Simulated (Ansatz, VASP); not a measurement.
Two plane-wave programs on Al5Cu

The input INCAR:

```
ALGO = Fast
EDIFF = 1E-6
ENCUT = 520
GGA = PE
ISIF = 2
ISMEAR = 0
LASPH = T
LCHARG = F
LREAL = F
LWAVE = F
NBANDS = 22
NELM = 60
PREC = Accurate
SIGMA = 0.1
```

Contents of KPOINTS:

```
k-points
0
Gamma
  6 6 4
```

The input POSCAR:

```
Al5Cu
1.0
    4.4085304600      0.0000000000      0.0000000000
   -2.2042652300      3.8178993700      0.0000000000
    0.0000000000      0.0000000000      5.3993250700
Al Cu
5 1
Direct
    0.3333333300      0.6666666700      0.1666666700
    0.6666666700      0.3333333300      0.3333333300
    0.0000000000      0.0000000000      0.5000000000
    0.3333333300      0.6666666700      0.6666666700
    0.6666666700      0.3333333300      0.8333333300
    0.0000000000      0.0000000000      0.0000000000
```

Input for Ansatz:

```yaml
crystal:
  lattice:
    - [4.40853046, 0.0, 0.0]
    - [-2.20426523, 3.81789937, 0.0]
    - [0.0, 0.0, 5.39932507]
  atoms:
    - { symbol: Al, position: [0.33333333, 0.66666667, 0.16666667] }
    - { symbol: Al, position: [0.66666667, 0.33333333, 0.33333333] }
    - { symbol: Al, position: [0.0, 0.0, 0.5] }
    - { symbol: Al, position: [0.33333333, 0.66666667, 0.66666667] }
    - { symbol: Al, position: [0.66666667, 0.33333333, 0.83333333] }
    - { symbol: Cu, position: [0.0, 0.0, 0.0] }
basis:
  ecutwfc: 420
kpoints:
  mp_grid: { grid: [6, 6, 4] }
hamiltonian:
  xc: pbe
scf:
  occupations: { method: gaussian, width: 0.1 }
  lower_state_search: "off"
output:
  forces: true
  stress: true
  eigenvalues: true
```

Alike in both runs: task single point; functional PBE; k mesh 6 × 6 × 4; occupations gaussian, width 0.1 eV; no spin polarisation.

|  | VASP | Ansatz |
| --- | --- | --- |
| version | VASP 6.6.1 | Ansatz 0.2.0 |
| potentials or method | VASP PAW PBE potentials, release 64 (Al, Cu), cutoff 520 eV | scalar-relativistic, plane waves, PAW |
| valence electrons in the cell | 26 | 34 |

VASP gave:

| Item | Value |
| --- | --- |
| gap on the k mesh at the Fermi level (eV) | none |
| pressure (GPa) | 4.6 |
| traceless stress, the component that is largest in VASP (GPa) | -3.87 |
| rms of the force components (eV/Å) | 0.136 |

Problem. Which values does Ansatz return?

Solution. gap on the k mesh at the Fermi level (eV): none; pressure (GPa): 4.5; traceless stress, the component that is largest in VASP (GPa): -3.85; rms of the force components (eV/Å): 0.139.

Atom by atom the forces differ by 0.003 eV/Å (rms over components). A gap of «none» marks a metal or a gap that the smearing closes. The functional is the same, so the differences come from potentials, cutoffs and numerics. VASP's potentials hold 26 valence electrons a cell and Ansatz's 34, so a difference there can come from the potentials and not from the codes.
